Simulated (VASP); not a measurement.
Write the native input for VASP 6.6.1 that does the following.

| Quantity | Value |
| --- | --- |
| Task | single point |
| Functional | r2SCAN |
| Potentials or basis | VASP PAW PBE potentials, release 64 (Ga_d, N_h) |
| Cutoff | 1460 eV |
| k mesh | 8 × 8 × 4 |
| Occupations | gaussian, width 0.01 eV |
| Spin | no spin polarisation |
| Dipole correction | no |
| Further INCAR settings | ALGO = Normal; EDIFF = 1e-06; NBANDS = 26 |

Crystal: GaN.

```
CELL_PARAMETERS angstrom
3.21493 0.00000 0.00000
-1.60747 2.78421 0.00000
0.00000 0.00000 5.15904
ATOMIC_POSITIONS crystal
Ga 0.33333 0.66667 0.99793
Ga 0.66667 0.33333 0.49793
N 0.33333 0.66667 0.37707
N 0.66667 0.33333 0.87707
```

This cell differs from its parent crystal: in-plane strain +0.01, then relaxed in part.

These files were run (other wordings do the same):

POSCAR

```
GaN
1.0
    3.2149335838      0.0000000000      0.0000000000
   -1.6074667919      2.7842141550      0.0000000000
    0.0000000000      0.0000000000      5.1590415469
Ga N
2 2
Direct
    0.3333333333      0.6666666667     -0.0020697959
    0.6666666667      0.3333333333      0.4979302041
    0.3333333333      0.6666666667      0.3770697959
    0.6666666667      0.3333333333      0.8770697959
```

INCAR.step1

```
SYSTEM = GaN
  ALGO = Normal
  EDIFF = 1E-5
  ENCUT = 1460
  GGA = PE
  GGA_COMPAT = .False.
  ISMEAR = 0
  LASPH = .True.
  LCHARG = .False.
  LREAL = .False.
  LWAVE = .True.
  NBANDS = 26
  NELM = 120
  PREC = Accurate
  SIGMA = 0.01
```

INCAR.step2

```
SYSTEM = GaN
  ALGO = Normal
  EDIFF = 1E-6
  ENCUT = 1460
  GGA_COMPAT = .False.
  ISIF = 2
  ISMEAR = 0
  ISTART = 1
  LASPH = .True.
  LCHARG = .False.
  LMIXTAU = .True.
  LREAL = .False.
  LWAVE = .False.
  METAGGA = R2SCAN
  NBANDS = 26
  NELM = 120
  PREC = Accurate
  SIGMA = 0.01
```

KPOINTS

```
k-points
0
Gamma
  8 8 4
  0 0 0
```

Potentials or basis: VASP PAW PBE potentials, release 64 (Ga_d, N_h).

Run with:

```console
$ cat potpaw_PBE.64/Ga_d/POTCAR potpaw_PBE.64/N_h/POTCAR > POTCAR
$ cp INCAR.step1 INCAR
$ mpirun -np 1 vasp_std > vasp.out
$ cp INCAR.step2 INCAR
$ mpirun -np 1 vasp_std > vasp.out
```

It gave:

- Pressure: -2.0 GPa
- Largest force: 0.003 eV/Å
- Band gap on the k mesh: 2.24 eV

Caveat: the cell differs from its parent crystal (in-plane strain +0.01, then relaxed in part); the PAW data sets were made with another functional, which shifts forces and pressure a little.

It took 7.1 min on 1 thread of Intel(R) Xeon(R) Platinum 8259CL CPU @ 2.50GHz (Skylake/Cascade Lake), on a shared host, peak memory 0.43 GiB.
